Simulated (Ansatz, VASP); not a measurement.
Two plane-wave programs on Ca5EuH9Br3

File INCAR:

```
PREC = Accurate
ENCUT = 600
EDIFF = 1E-7
ISMEAR = 0
SIGMA = 0.05
LREAL = F
LASPH = T
NELM = 200
ALGO = Normal
ISIF = 3
LWAVE = F
LCHARG = F
ISPIN = 2
MAGMOM = 0 0 0 7 0 0 0 0 0 0 0 0 0 0 0 0 0 0
LORBIT = 11
LMAXMIX = 6
LDAU = T
LDAUTYPE = 2
LDAUL = -1 3 -1 -1
LDAUU = 0 6 0 0
LDAUJ = 0 0 0 0
LDAUPRINT = 1
GGA = PS
IBRION = 2
NSW = 65
EDIFFG = -0.03
GGA_COMPAT = F
NELMIN = 4
KPAR = 4
```

KPOINTS

```
Automatic mesh
0
Gamma
  4 3 3
```

Contents of POSCAR:

```
Ca5EuH9Br3
1.0
    0.0000000000      0.0000000000     -6.7802644215
   -5.8226127375     -3.3616870314      0.0000000000
    0.0000000000      6.7233740628      0.0000000000
Br Eu Ca H
3 1 5 9
Direct
    0.0012273110      0.3385517439      0.6672319597
    0.0010536955      0.6666139831      0.3321406393
    0.0002300146     -0.0011068521     -0.0004713121
    0.3075898264      0.3397551165      0.3358746211
    0.3072669193      0.6736000864      1.0070401236
    0.3112167404      1.0037720318      0.6674494051
    0.6928944977      0.6700424196      0.6678211622
    0.6880213071     -0.0014312122      0.3310823176
    0.6984847861      0.3338182503      0.9974881944
    0.6479500343      0.3338890471      0.3405009059
    0.6516509334      0.6699948379      1.0065818085
    0.6467014101      1.0041994746      0.6646258809
    0.3494711341      0.6689381171      0.6671852000
    0.3532550814     -0.0044684374      0.3296621173
    0.3542005096      0.3282041493      1.0016066127
    0.4979909455      0.6650777798      0.3339116029
    0.5011592995     -0.0057803040     -0.0019222168
    0.4978359314      0.3308910368      0.6684675041
```

Input for Ansatz:

```yaml
crystal:
  lattice:
    - [0.0, 0.0, -6.7802644215]
    - [-5.8226127375, -3.3616870314, 0.0]
    - [0.0, 6.7233740628, 0.0]
  atoms:
    - { symbol: Br, position: [0.001227311, 0.3385517439, 0.6672319597] }
    - { symbol: Br, position: [0.0010536955, 0.6666139831, 0.3321406393] }
    - { symbol: Br, position: [0.0002300146, -0.0011068521, -0.0004713121] }
    - { symbol: Eu, position: [0.3075898264, 0.3397551165, 0.3358746211], spin: 7.0 }
    - { symbol: Ca, position: [0.3072669193, 0.6736000864, 1.0070401236] }
    - { symbol: Ca, position: [0.3112167404, 1.0037720318, 0.6674494051] }
    - { symbol: Ca, position: [0.6928944977, 0.6700424196, 0.6678211622] }
    - { symbol: Ca, position: [0.6880213071, -0.0014312122, 0.3310823176] }
    - { symbol: Ca, position: [0.6984847861, 0.3338182503, 0.9974881944] }
    - { symbol: H, position: [0.6479500343, 0.3338890471, 0.3405009059] }
    - { symbol: H, position: [0.6516509334, 0.6699948379, 1.0065818085] }
    - { symbol: H, position: [0.6467014101, 1.0041994746, 0.6646258809] }
    - { symbol: H, position: [0.3494711341, 0.6689381171, 0.6671852] }
    - { symbol: H, position: [0.3532550814, -0.0044684374, 0.3296621173] }
    - { symbol: H, position: [0.3542005096, 0.3282041493, 1.0016066127] }
    - { symbol: H, position: [0.4979909455, 0.6650777798, 0.3339116029] }
    - { symbol: H, position: [0.5011592995, -0.005780304, -0.0019222168] }
    - { symbol: H, position: [0.4978359314, 0.3308910368, 0.6684675041] }
basis:
  ecutwfc: 420
kpoints:
  mp_grid: { grid: [4, 3, 3] }
hamiltonian:
  xc: pbesol
  hubbard: { sites: [{ species: Eu, l: f, u_eff: 6.0 }] }
scf:
  occupations: { method: gaussian, width: 0.05 }
  lower_state_search: "off"
output:
  forces: true
  stress: true
  eigenvalues: true
  populations: true
  hubbard: { sites: [{ species: Eu, l: f }] }
  write_density: true
  write_potential: true
  elf: true
  volumetric_format: npy
magnetization:
  spin_polarized: true
relax:
  adjacent_minimum: "off"
  f_tol: 0.03
  max_steps: 45
  cell: { stress_tol: 0.2 }
```

Alike in both runs: task relaxation of cell and atoms; functional PBEsol; k mesh 4 × 3 × 3; occupations gaussian, width 0.05 eV; collinear spin; Hubbard terms Eu f U = 6.0 eV.

```csv
,VASP,Ansatz
version,VASP 6.6.1,Ansatz 0.2.0
potentials or method,"VASP PAW PBE potentials, release 64 (Br, Eu, Ca_sv, H), cutoff 600 eV","scalar-relativistic, plane waves, PAW"
valence electrons in the cell,97,97
```

|  | VASP | Ansatz | Ansatz less VASP |
| --- | --- | --- | --- |
| gap on the k mesh at the Fermi level, each at its own relaxed structure (eV) | 1.34 | 1.35 | +0.015 |
| net moment per atom (μB) | 0.39 | 0.39 | 0.000 |
| size of the moment on the site where the two differ most (μB) | 6.73 | 6.62 | -0.109 |
| relaxed volume (Å³/atom) | 14.84 | 14.76 | -0.082 |
| relaxed cell length with the largest relative difference (Å) | 6.792 | 6.775 | -0.0170 |

VASP's potentials were made for PBE, not for PBEsol. Site moments also hang on the region over which each program counts them. The programs project onto different local orbitals, so the same U acts differently, and such runs can settle in different states.

Spin-orbit coupling is off throughout.
